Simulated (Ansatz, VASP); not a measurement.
## Ge in VASP and in Ansatz

INCAR

```
SYSTEM = Ge
PREC     = Accurate       ! precision mode
ENCUT    = 520            ! plane-wave cutoff, eV
EDIFF    = 1E-7           ! SCF threshold, eV
ISMEAR   = -1             ! smearing method
SIGMA    = 0.1            ! smearing width, eV
LREAL    = .FALSE.        ! projectors in reciprocal space
LASPH    = .TRUE.         ! aspherical terms in the spheres
NELM     = 80             ! most SCF steps
ALGO     = Normal         ! electronic algorithm
ISIF     = 2              ! what is computed and relaxed
LWAVE    = .FALSE.        ! write WAVECAR
LCHARG   = .TRUE.         ! write CHGCAR
GGA      = CA             ! functional
LELF     = .TRUE.         ! ELF
LVHAR    = .TRUE.       
NBANDS   = 13             ! bands
```

The input KPOINTS:

```
Automatic mesh
0
G
  18 18 18
  0 0 0
```

POSCAR

```
Ge
1.0
   -1.4275980565      1.4275980565      1.4275980565
    1.4275980565     -1.4275980565      1.4275980565
    1.4275980565      1.4275980565     -1.4275980565
Ge
1
Direct
    0.0000000000      0.0000000000      0.0000000000
```

Input for Ansatz:

```yaml
crystal:
  lattice:
    - [-1.4275980565, 1.4275980565, 1.4275980565]
    - [1.4275980565, -1.4275980565, 1.4275980565]
    - [1.4275980565, 1.4275980565, -1.4275980565]
  atoms:
    - { symbol: Ge, position: [0.0, 0.0, 0.0] }
kpoints:
  mp_grid: { grid: [18, 18, 18] }
scf:
  occupations: { method: fermi_dirac, width: 0.1 }
hamiltonian:
  xc: lda
  pseudopotentials: { kind: all_electron, lapw: { basis_error: 0.001 } }
output:
  forces: true
  stress: true
  eigenvalues: true
  populations: true
```

Change from the starting cell: volume scaled by 0.65, LAPW.

Alike in both runs: task single point; functional LDA; k mesh 18 × 18 × 18; occupations fermi-dirac, width 0.1 eV; no spin polarisation.

|  | VASP | Ansatz |
| --- | --- | --- |
| version | VASP 6.6.1 | Ansatz 0.2.0 |
| potentials or method | VASP PAW LDA potentials, release 64 (Ge_d), cutoff 520 eV | all-electron LAPW, scalar-relativistic |

```tsv
	VASP	Ansatz	Ansatz less VASP
pressure (GPa)	89.8	88.9	-0.87
```

LDA's correlation is that of Perdew and Zunger in VASP and of Perdew and Wang (1992) in Ansatz. Both programs put the cell under a high pressure, so it lies far from rest at this level. Ansatz ran all-electron here, and VASP with PAW potentials.

Noted on VASP's run: the cell as given lies far from equilibrium.
